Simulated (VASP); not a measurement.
OsBr: single point with PBE

The system is OsBr.

```xyz
2
Lattice="3.5335 0.0000 0.0000 0.0000 3.5335 0.0000 0.0000 0.0000 3.5335" Properties=species:S:1:pos:R:3 pbc="T T T"
Os    0.0000    0.0000    0.0000
Br    1.7667    1.7667    1.7667
```

- Program: VASP 6.6.1
- Task: single point
- Functional: PBE
- Potentials or basis: VASP PAW PBE potentials, release 64 (Os, Br)
- Cutoff: 520 eV
- k mesh: 6 × 6 × 6
- Occupations: gaussian, width 0.1 eV
- Spin: collinear spin, ferromagnetic start
- Starting moments: [1.0, 0.0] μB
- Dipole correction: no
- Further INCAR settings: ALGO = Normal; EDIFF = 1e-07; NBANDS = 18

* Pressure: -19.1 GPa
* Net moment: 0.68 μB per cell
* Site moments: Os +0.64; Br +0.04 μB
* Valence electrons inside the program's atomic spheres: Os 6.43; Br 4.67

Levels at points of the mesh, in eV from the Fermi level:
Spin up:
```
           k point  band 5  band 6  band 7  band 8  band 9  band 10  band 11  band 12
(0.00, 0.00, 0.00)   -2.59   -2.59   -2.15   -0.54   -0.54    -0.54     8.07     8.07
(0.50, 0.00, 0.00)   -2.19   -0.40   -0.10    0.64    0.64     2.76     3.40     6.38
(0.50, 0.50, 0.00)   -2.68   -1.39   -1.26   -1.26    0.21     1.28     7.22     7.22
(0.50, 0.50, 0.50)    0.26    0.26    1.01    1.01    1.01     2.38     2.38     2.38
```
Spin down:
| k point | band 3 | band 4 | band 5 | band 6 | band 7 | band 8 | band 9 | band 10 | band 11 | band 12 |
| --- | --- | --- | --- | --- | --- | --- | --- | --- | --- | --- |
| (0.00, 0.00, 0.00) | -3.40 | -3.40 | -2.23 | -2.23 | -1.98 | -0.14 | -0.14 | -0.14 | 8.16 | 8.16 |
| (0.50, 0.00, 0.00) | -3.86 | -3.86 | -1.80 | 0.01 | 0.34 | 0.95 | 0.95 | 2.83 | 3.61 | 6.38 |
| (0.50, 0.50, 0.00) | -5.74 | -2.65 | -2.59 | -1.05 | -0.90 | -0.90 | 0.70 | 1.64 | 7.33 | 7.33 |
| (0.50, 0.50, 0.50) | -6.04 | -6.04 | 0.75 | 0.75 | 1.34 | 1.34 | 1.34 | 2.46 | 2.46 | 2.46 |

It took 27 s on 1 thread of Intel(R) Xeon(R) Platinum 8488C (Sapphire Rapids), on a shared host, peak memory 0.18 GiB.

Caveat: spin-orbit coupling is left out, which moves the levels of the heavy elements.
